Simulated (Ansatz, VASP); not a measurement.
## Bi2Te2O3: VASP beside Ansatz

```xyz
7
Lattice="3.9500 0.0000 0.0000 -1.9750 3.4208 0.0000 0.0000 0.0000 11.2000" Properties=species:S:1:pos:R:3 pbc="T T T"
Bi    0.0000    2.2805    1.3440
Bi    1.9750    1.1403    9.8560
Te    0.0000    0.0000    4.1440
Te    0.0000    0.0000    7.0560
O     1.9750    1.1403    2.0160
O     0.0000    2.2805    9.1840
O     0.0000    0.0000    0.0000
```

Alike in both runs: task relaxation of cell and atoms; functional PBE; k mesh 4 × 4 × 1; occupations gaussian, width 0.15 eV; no spin polarisation.

|  | VASP | Ansatz |
| --- | --- | --- |
| version | VASP 6.6.1 | Ansatz 0.2.0 |
| potentials or method | VASP PAW PBE potentials, release 64 (Bi_d, Te, O), cutoff 600 eV | scalar-relativistic, plane waves, PAW |
| valence electrons in the cell | 60 | 80 |

Ansatz gave:

- gap on the k mesh at the Fermi level, each at its own relaxed structure (eV): none
- relaxed volume (Å³/atom): 22.68
- relaxed length of the cell vector where the two differ most in proportion (Å): 14.159

Estimate VASP's values.

gap on the k mesh at the Fermi level, each at its own relaxed structure (eV): none; relaxed volume (Å³/atom): 22.74; relaxed length of the cell vector where the two differ most in proportion (Å): 14.097.

A gap of «none» marks a metal or a gap that the smearing closes. VASP's potentials hold 60 valence electrons a cell and Ansatz's 80, so a difference there can come from the potentials and not from the codes.

The k mesh is coarse, so the values compare programs but aren't converged. Spin-orbit coupling is off throughout.
